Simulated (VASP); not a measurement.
Wanted: the native input for a VASP 6.6.1 run.

- Task: single point
- Functional: PBE
- Potentials or basis: VASP PAW PBE potentials, release 64 (Hf_pv, Al, N)
- Cutoff: 520 eV
- k mesh: 4 × 4 × 6
- Occupations: gaussian, width 0.1 eV
- Spin: no spin polarisation
- Dipole correction: no
- Further INCAR settings: ALGO = Normal; EDIFF = 1e-07; NBANDS = 36

The structure of Hf3AlN4 lies in POSCAR:

```
Hf3AlN4
1.0
    3.1795621333     -4.4633080202      0.0000000000
    3.1795621333      4.4633080202      0.0000000000
    0.0000000000      0.0000000000      3.1212784936
Hf Al N
3 1 4
Direct
    0.0000000000      0.0000000000      0.0000000000
    0.0000000000      0.5000000000      0.5000000000
    0.5000000000      0.0000000000      0.5000000000
    0.5000000000      0.5000000000      0.0000000000
    0.7373333287      0.2626666713      0.0000000000
    0.7252480310      0.7252480310      0.5000000000
    0.2747519690      0.2747519690      0.5000000000
    0.2626666713      0.7373333287      0.0000000000
```

The input as run:

INCAR

```
SYSTEM = Hf3AlN4
  PREC = Accurate
  ENCUT = 520
  EDIFF = 1E-7
  ISMEAR = 0
  SIGMA = 0.1
  LREAL = .FALSE.
  LASPH = .TRUE.
  NELM = 60
  ALGO = Normal
  ISIF = 2
  LWAVE = .FALSE.
  LCHARG = .FALSE.
  GGA = PE
  NBANDS = 36
```

KPOINTS

```
regular mesh
0
G
  4 4 6
  0 0 0
```

Potentials or basis: VASP PAW PBE potentials, release 64 (Hf_pv, Al, N).

Launch:

```sh
$ cat potpaw_PBE.64/Hf_pv/POTCAR potpaw_PBE.64/Al/POTCAR potpaw_PBE.64/N/POTCAR > POTCAR
$ mpirun -np 1 vasp_std > vasp.out
```

It gave:

| Item | Value |
| --- | --- |
| Pressure | -2.3 GPa |
| Largest force | 0.082 eV/Å |
| Band gap on the k mesh | zero (an odd number of electrons rules out a gap without spin polarisation) |

Caveat: spin-orbit coupling is left out, which moves the levels of the heavy elements.

It took 2.3 min on 1 thread of Intel Xeon 8259CL (shared host), peak memory 0.24 GiB.
